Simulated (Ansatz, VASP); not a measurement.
Two plane-wave programs on AsPt

The input INCAR:

```
ALGO     = Normal         # electronic algorithm
EDIFF    = 1E-7           # SCF threshold, eV
EDIFFG   = -0.04          # ionic threshold
ENCUT    = 500            # plane-wave cutoff, eV
GGA      = PE             # functional
GGA_COMPAT= F            
IBRION   = 2              # ionic algorithm
ISIF     = 3              # what is computed and relaxed
ISMEAR   = 0              # smearing method
LASPH    = T              # aspherical terms in the spheres
LCHARG   = F              # write CHGCAR
LREAL    = F              # projectors in reciprocal space
LWAVE    = F              # write WAVECAR
NELM     = 120            # most SCF steps
NELMIN   = 4            
NSW      = 90             # ionic steps
PREC     = Accurate       # precision mode
SIGMA    = 0.1            # smearing width, eV
```

KPOINTS

```
k-points
0
Gamma
  6 6 6
```

POSCAR

```
AsPt
1.0
    0.0000000000      3.2379034102      3.2379034102
    3.2379034102      0.0000000000      3.2379034102
    3.2379034102      3.2379034102      0.0000000000
As Pt
2 2
Direct
    0.0000000000      0.0000000000      0.0000000000
    0.2500000000      0.2500000000      0.2500000000
    0.5000000000      0.5000000000      0.5000000000
    0.7500000000      0.7500000000      0.7500000000
```

Input for Ansatz:

```yaml
crystal:
  lattice:
    - [0.0, 3.2379034102, 3.2379034102]
    - [3.2379034102, 0.0, 3.2379034102]
    - [3.2379034102, 3.2379034102, 0.0]
  atoms:
    - { symbol: As, position: [0.0, 0.0, 0.0] }
    - { symbol: As, position: [0.25, 0.25, 0.25] }
    - { symbol: Pt, position: [0.5, 0.5, 0.5] }
    - { symbol: Pt, position: [0.75, 0.75, 0.75] }
basis:
  ecutwfc: 420
kpoints:
  mp_grid: { grid: [6, 6, 6] }
hamiltonian:
  xc: pbe
scf:
  occupations: { method: gaussian, width: 0.1 }
  lower_state_search: "off"
output:
  forces: true
  stress: true
  eigenvalues: true
relax:
  adjacent_minimum: "off"
  f_tol: 0.04
  max_steps: 70
  cell: { stress_tol: 0.4 }
```

Alike in both runs: task relaxation of cell and atoms; functional PBE; k mesh 6 × 6 × 6; occupations gaussian, width 0.1 eV; no spin polarisation.

|  | VASP | Ansatz |
| --- | --- | --- |
| version | VASP 6.6.1 | Ansatz 0.2.0 |
| potentials or method | VASP PAW PBE potentials, release 64 (As, Pt), cutoff 500 eV | scalar-relativistic, plane waves, PAW |
| valence electrons in the cell | 30 | 66 |

|  | VASP | Ansatz | Ansatz less VASP |
| --- | --- | --- | --- |
| gap on the k mesh at the Fermi level, each at its own relaxed structure (eV) | none | none | - |
| relaxed volume (Å³/atom) | 16.97 | 16.97 | 0.000 |
| relaxed length of the cell vector where the two differ most in proportion (Å) | 4.579 | 4.579 | 0.0000 |

A gap of «none» marks a metal or a gap that the smearing closes. VASP's potentials hold 30 valence electrons a cell and Ansatz's 66, so a difference there can come from the potentials and not from the codes.

Neither program's run includes spin-orbit coupling. Noted on VASP's run: the relaxation stopped at its first step, so nothing moved.
